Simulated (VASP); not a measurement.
# AlN (P6_3/mmc) in VASP: a series of runs, part 2 of 2

VASP 6.6.1.

### Step 5. Relaxation of shape and atoms at fixed volume, PBE (volume scaled by 1.10)

The input, INCAR:

```
SYSTEM = AlN
  PREC = Accurate
  ENCUT = 600
  EDIFF = 1E-7
  ISMEAR = 0
  SIGMA = 0.02
  LREAL = .FALSE.
  LASPH = .TRUE.
  NELM = 100
  ALGO = Normal
  ISIF = 4
  LWAVE = .FALSE.
  LCHARG = .FALSE.
  GGA = PE
  IBRION = 2
  NSW = 50
  EDIFFG = -0.01
```

The input, KPOINTS:

```
Automatic mesh
0
G
  9 9 6
  0 0 0
```

The input, POSCAR:

```
AlN
1.0
    3.4007417369      0.0000000000      0.0000000000
   -1.7003708685      2.9451287359      0.0000000000
    0.0000000000      0.0000000000      4.3743957414
Al N
2 2
Direct
    0.3333333333      0.6666666667      0.7500000000
    0.6666666667      0.3333333333      0.2500000000
    0.3333333333      0.6666666667      0.2500000000
    0.6666666667      0.3333333333      0.7500000000
```

Potentials or basis: VASP PAW PBE potentials, release 64 (Al, N).

Launch:

```console
$ cat potpaw_PBE.64/Al/POTCAR potpaw_PBE.64/N/POTCAR > POTCAR
$ mpirun -np 1 vasp_std > vasp.out
```

OUTCAR:

```text
SYSTEM = AlN
   PREC = Accurate
   ENCUT = 600
   EDIFF = 1E-7
   ISMEAR = 0
   LREAL = .FALSE.
   LASPH = .TRUE.
   NELM = 100
   ISIF = 4
   GGA = PE
   IBRION = 2
   NSW = 50
   EDIFFG = -0.01

 ion  position               nearest neighbor table
   1  0.333  0.667  0.750-   4 1.96   4 1.96   4 1.96   3 2.19   3 2.19   2 2.94   2 2.94   2 2.94
                             2 2.94   2 2.94   2 2.94
   2  0.667  0.333  0.250-   3 1.96   3 1.96   3 1.96   4 2.19   4 2.19   1 2.94   1 2.94   1 2.94
                             1 2.94   1 2.94   1 2.94
   3  0.333  0.667  0.250-   2 1.96   2 1.96   2 1.96   1 2.19   1 2.19
   4  0.667  0.333  0.750-   1 1.96   1 1.96   1 1.96   2 2.19   2 2.19

  LATTYP: Found a hexagonal cell.
 ALAT       =     3.4007417369
 C/A-ratio  =     1.2863063649

  Lattice vectors:

 A1 = (   3.4007417369,   0.0000000000,   0.0000000000)
 A2 = (  -1.7003708685,   2.9451287359,   0.0000000000)
 A3 = (   0.0000000000,   0.0000000000,   4.3743957414)

Analysis of symmetry for initial positions (statically):
=====================================================================
 Subroutine PRICEL returns:
 Original cell was already a primitive cell.

 Routine SETGRP: Setting up the symmetry group for a
 hexagonal supercell.

 Subroutine GETGRP returns: Found 24 space group operations
 (whereof 12 operations were pure point group operations)
 out of a pool of 24 trial point group operations.

The static configuration has the point symmetry D_3d.
 The point group associated with its full space group is D_6h.

Analysis of symmetry for dynamics (positions and initial velocities):
=====================================================================
 Subroutine PRICEL returns:
 Original cell was already a primitive cell.

 Routine SETGRP: Setting up the symmetry group for a
 hexagonal supercell.

 Subroutine GETGRP returns: Found 24 space group operations
 (whereof 12 operations were pure point group operations)
 out of a pool of 24 trial point group operations.

The dynamic configuration has the point symmetry D_3d.
 The point group associated with its full space group is D_6h.

 Subroutine INISYM returns: Found 24 space group operations
 (whereof 12 operations are pure point group operations),
 and found     1 'primitive' translations

----------------------------------------------------------------------------------------

                                     Primitive cell

  volume of cell :      43.8123

  direct lattice vectors                    reciprocal lattice vectors
     3.400741737  0.000000000  0.000000000     0.294053497  0.169771866  0.000000000
    -1.700370869  2.945128736  0.000000000     0.000000000  0.339543731  0.000000000
     0.000000000  0.000000000  4.374395741     0.000000000  0.000000000  0.228603002

  length of vectors
     3.400741737  3.400741737  4.374395741     0.339543731  0.339543731  0.228603002

  position of ions in fractional coordinates (direct lattice)
     0.333333333  0.666666667  0.750000000
     0.666666667  0.333333333  0.250000000
     0.333333333  0.666666667  0.250000000
     0.666666667  0.333333333  0.750000000
[... 69 lines left out ...]
 SYSTEM =  AlN
   PREC   = accura    normal or accurate (medium, high low for compatibility)
   ISTART =      0    job   : 0-new  1-cont  2-samecut
   ICHARG =      2    charge: 1-file 2-atom 10-const
   ISPIN  =      1    spin polarized calculation?
   LNONCOLLINEAR =      F non collinear calculations
   LSORBIT =      F    spin-orbit coupling
   LASPH  =      T    aspherical Exc in radial PAW
   ENCUT  =  600.0 eV  44.10 Ry    6.64 a.u.   6.79  6.79  8.74*2*pi/ulx,y,z
   NELM   =    100;   NELMIN=  2; NELMDL= -5     # of ELM steps
   EDIFF  = 0.1E-06   stopping-criterion for ELM
   LREAL  =      F    real-space projection
   EDIFFG = -.1E-01   stopping-criterion for IOM
   NSW    =     50    number of steps for IOM
   IBRION =      2    ionic relax: 0-MD 1-quasi-New 2-CG
   NFREE  =      1    steps in history (QN), initial steepest desc. (CG)
   ISIF   =      4    stress and relaxation
   ISYM   =      2    0-nonsym 1-usesym 2-fastsym
   POTIM  = 0.5000    time-step for ionic-motion
   TEBEG  =    0.0;   TEEND  =   0.0 temperature during run
   PSTRESS=    0.0 pullay stress
   NELECT =      16.0000    total number of electrons
   NUPDOWN=      -1.0000    fix difference up-down
   EMIN   =  10.00;   EMAX   =-10.00  energy-range for DOS
   EFERMI =   0.00;   METHOD = LEGACY
   ISMEAR =     0;   SIGMA  =   0.02  broadening in eV -4-tet -1-fermi 0-gaus
   EFERMI_NEDOS =   21; number of points for ismear=-14 and -15
   IALGO  =     38    algorithm
   IMIX   =      4    mixing-type and parameters
     AMIX     =   0.40;   BMIX     =  1.00
     AMIX_MAG =   1.60;   BMIX_MAG =  1.00
  volume/ion in A,a.u.               =      10.95        73.91
  Fermi-wavevector in a.u.,A,eV,Ry     =   1.170171  2.211303 18.630474  1.369301
  Thomas-Fermi vector in A             =   2.306634
   LORBIT       =      0    0 simple, 1 ext, 2 COOP (PROOUT), +10 PAW based schemes
   GGA     = PE    functional components
   LHFCALC =     F    Hartree Fock is set to
   AEXX    =    0.0000 exact exchange contribution
   IVDW    =     0    specifies the selected vdW correction
   LEPSILON=     F    determine dielectric tensor
   LRPA    =     F    only Hartree local field effects (RPA)
 conjugate gradient relaxation of ions
 non-spin polarized calculation
 Gauss-broadening in eV      SIGMA  =   0.02
  energy-cutoff  :      600.00
  volume of cell :       43.81
 maximum number of plane-waves:      1491
 NGX is ok and might be reduce to    28
   NGX = 13   NGY = 13   NGZ = 17

--------------------------------------- Ionic step        1  -------------------------------------------

 number of electron      15.9999999 magnetization

 Free energy of the ion-electron system (eV)
  ---------------------------------------------------
  ext. energy  EPLUGINS =         0.00000000
  ---------------------------------------------------
  free energy    TOTEN  =       -29.10789784 eV

  energy without entropy =      -29.10789784  energy(sigma->0) =      -29.10789784

------------------------ aborting loop because EDIFF is reached ----------------------------------------

  FORCE on cell =-STRESS in cart. coord.  units (eV):
  Direction    XX          YY          ZZ          XY          YZ          ZX
  --------------------------------------------------------------------------------------
  -------------------------------------------------------------------------------------
  Total       -4.6096802     -4.6096802     -4.0541838      0.0000000      0.0000000      0.0000000
  in kB     -168.5719766   -168.5719766   -148.2579560      0.0000000      0.0000000      0.0000000
  external PRESSURE =    -161.8006364 kB  Pullay stress =       0.0000000 kB
[... 63 lines left out ...]
--------------------------------------- Ionic step        3  -------------------------------------------

 number of electron      16.0000002 magnetization

 Free energy of the ion-electron system (eV)
  ---------------------------------------------------
  ext. energy  EPLUGINS =         0.00000000
  ---------------------------------------------------
  free energy    TOTEN  =       -29.11280541 eV

  energy without entropy =      -29.11280541  energy(sigma->0) =      -29.11280541

 E-fermi :   7.2181     XC(G=0): -10.7451

 val. band max:        7.0584893496   @ k =   0.0000   0.0000   0.0000
 cond. band min:       9.4630222954   @ k =   0.0000   0.0000   0.0000
 fundamental gap:      2.4045329457
 Fermi energy:         7.2180620820

 k-point     1 :       0.0000    0.0000    0.0000
  band No.  band energies     occupation
      1      -9.1370      2.00000
      2      -6.1925      2.00000
      3       0.5713      2.00000
      4       4.0224      2.00000
      5       4.0224      2.00000
      6       5.3807      2.00000
      7       5.3807      2.00000
      8       7.0585      2.00000
      9       9.4630      0.00000
     10      10.7504      0.00000
     11      14.9012      0.00000
     12      14.9012      0.00000
[... 331 lines left out ...]
 k-point    24 :       0.3333    0.3333    0.1667
  band No.  band energies     occupation
      1      -6.8510      2.00000
      2      -6.8510      2.00000
      3       0.9819      2.00000
      4       1.6352      2.00000
      5       1.6352      2.00000
      6       3.8744      2.00000
      7       4.4839      2.00000
      8       4.4839      2.00000
      9      12.5244      0.00000
     10      13.1886      0.00000
     11      14.5755      0.00000
     12      14.5755      0.00000

 [... further k-points ...]

------------------------ aborting loop because EDIFF is reached ----------------------------------------

  FORCE on cell =-STRESS in cart. coord.  units (eV):
  Direction    XX          YY          ZZ          XY          YZ          ZX
  --------------------------------------------------------------------------------------
  -------------------------------------------------------------------------------------
  Total       -4.1621707     -4.1621707     -4.1575741      0.0000000      0.0000000      0.0000000
  in kB     -152.2069419   -152.2069419   -152.0388506      0.0000000      0.0000000      0.0000000
  external PRESSURE =    -152.1509115 kB  Pullay stress =       0.0000000 kB
[... 19 lines left out ...]
  FREE ENERGIE OF THE ION-ELECTRON SYSTEM (eV)
  ---------------------------------------------------
  free  energy   TOTEN  =       -29.1128054148 eV

  energy  without entropy=      -29.1128054148  energy(sigma->0) =      -29.11280541

 reached required accuracy - stopping structural energy minimisation
```

OSZICAR:

```text
N       E                     dE             d eps       ncg     rms          rms(c)
DAV:   1     0.604287448301E+02    0.60429E+02   -0.81583E+03  1152   0.133E+03
DAV:   2    -0.283999672982E+02   -0.88829E+02   -0.80215E+02  1740   0.238E+02
[... 23 lines left out ...]
DAV:   1    -0.291260181897E+02   -0.15954E-01   -0.11298E+00  1184   0.959E+00    0.673E-01
DAV:   2    -0.291176007144E+02    0.84175E-02   -0.15186E-02  1440   0.120E+00    0.388E-01
DAV:   3    -0.291127731384E+02    0.48276E-02   -0.63106E-03  1376   0.701E-01    0.327E-02
DAV:   4    -0.291128039238E+02   -0.30785E-04   -0.39131E-04  1320   0.180E-01    0.270E-02
DAV:   5    -0.291128042631E+02   -0.33926E-06   -0.10058E-05  1460   0.265E-02    0.115E-02
DAV:   6    -0.291128053272E+02   -0.10642E-05   -0.88935E-07  1264   0.914E-03    0.150E-03
DAV:   7    -0.291128054148E+02   -0.87543E-07   -0.92717E-08   780   0.250E-03
   3 F= -.29112805E+02 E0= -.29112805E+02  d E =-.490757E-02
```

Wall time 44 s (1 thread of Intel Xeon Platinum 8488C (Sapphire Rapids), shared host); peak memory 0.18 GiB.

What came out:

* Free energy: -29.1128 eV
* Energy gained by relaxing: 1.2 meV/atom
* Ionic steps: 3
* Pressure after relaxing: -15.2 GPa
* Band gap on the k mesh: 2.40 eV, direct

The path:
| step | energy change (eV) | largest force (eV/Å) | pressure (GPa) | volume (Å³) |
| --- | --- | --- | --- | --- |
| 1 | 0.0000 | 0.0000 | -16.18 | 43.81 |
| 2 | -0.0022 | 0.0000 | -15.98 | 43.81 |
| 3 | -0.0049 | 0.0000 | -15.22 | 43.81 |

Final structure:
```
CELL_PARAMETERS angstrom
3.37109 0.00000 0.00000
-1.68554 2.91945 0.00000
0.00000 0.00000 4.45170
ATOMIC_POSITIONS crystal
Al 0.33333 0.66667 0.75000
Al 0.66667 0.33333 0.25000
N 0.33333 0.66667 0.25000
N 0.66667 0.33333 0.75000
```

Caveat: the cell differs from its parent crystal (volume scaled by 1.10).

### Step 6. The runs side by side

| cell | gap on the mesh (eV) | pressure (GPa) |
| --- | --- | --- |
| relaxed from a = 3.347, b = 3.347, c = 4.228 Å, angles 90.0, 90.0, 120.0°, 4 atoms | 3.01 | -5.9 |
| relaxed from a = 3.371, b = 3.371, c = 4.290 Å, angles 90.0, 90.0, 120.0°, 4 atoms | 2.76 | -10.5 |
| relaxed from a = 3.401, b = 3.401, c = 4.374 Å, angles 90.0, 90.0, 120.0°, 4 atoms | 2.40 | -15.2 |

Alike in all rows: task relaxation of shape and atoms at fixed volume; level PBE; potentials or basis VASP PAW PBE potentials, release 64 (Al, N); no spin polarisation; k mesh 9 × 9 × 6; cutoff (eV) 600; smearing gaussian 0.02 eV.

Total energies depend on the potentials used, so only differences within one code and one set of settings carry meaning.
